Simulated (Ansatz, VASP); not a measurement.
# Sn2SO in VASP and in Ansatz

```
Sn S O
1.0
     3.72393    0.00000    0.00000
    -1.86196    3.22501    0.00000
     0.00000    0.00000    6.88518
Sn S O
2 1 1
Direct
  0.66667 0.33333 0.22165
  0.66667 0.33333 0.77835
  0.33333 0.66667 0.50000
  0.00000 0.00000 0.00000
```

Alike in both runs: functional PBE; k mesh 15 × 15 × 8; occupations gaussian, width 0.1 eV; no spin polarisation.

Ansatz relaxed the structure, and its values are those at the end. VASP's run is a single point on that final structure, the one shown.

|  | VASP | Ansatz |
| --- | --- | --- |
| version | VASP 6.6.1 | Ansatz 0.2.0 |
| potentials or method | VASP PAW PBE potentials, release 64 (Sn_d, S, O), cutoff 520 eV | scalar-relativistic, plane waves, PAW |
| valence electrons in the cell | 40 | 40 |

Ansatz gave:

- gap on the k mesh at the Fermi level (eV): none
- pressure (GPa): 0.0

**Question.** What did VASP give for the same quantities?

**Answer.** gap on the k mesh at the Fermi level (eV): none; pressure (GPa): -0.1.

A gap of «none» marks a metal or a gap that the smearing closes. The functional is the same, so the differences come from potentials, cutoffs and numerics.
